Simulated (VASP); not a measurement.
Here is a VASP 6.6.1 calculation.

File INCAR:

```
SYSTEM = Au
ALGO     = Normal         ! electronic algorithm
EDIFF    = 1E-6           ! SCF threshold, eV
ENCUT    = 500            ! plane-wave cutoff, eV
GGA      = PE             ! functional
GGA_COMPAT= .FALSE.      
ISIF     = 2              ! what is computed and relaxed
ISMEAR   = 0              ! smearing method
LASPH    = .TRUE.         ! aspherical terms in the spheres
LCHARG   = .FALSE.        ! write CHGCAR
LREAL    = .FALSE.        ! projectors in reciprocal space
LWAVE    = .FALSE.        ! write WAVECAR
NBANDS   = 12             ! bands
NELM     = 120            ! most SCF steps
PREC     = Accurate       ! precision mode
SIGMA    = 0.1            ! smearing width, eV
```

Contents of KPOINTS:

```
k-points
0
G
  8 8 8
  0 0 0
```

File POSCAR:

```
Au
1.0
    0.0000000000      2.0826515431      2.0826515431
    2.0826515431      0.0000000000      2.0826515431
    2.0826515431      2.0826515431      0.0000000000
Au
1
Direct
    0.0000000000      0.0000000000      0.0000000000
```

Potentials or basis: VASP PAW PBE potentials, release 64 (Au).

Run with:

```bash
$ cat potpaw_PBE.64/Au/POTCAR > POTCAR
$ mpirun -np 1 vasp_std > vasp.out
```

(1) What does it give for the pressure?

## Answers

(1) -0.2 GPa.
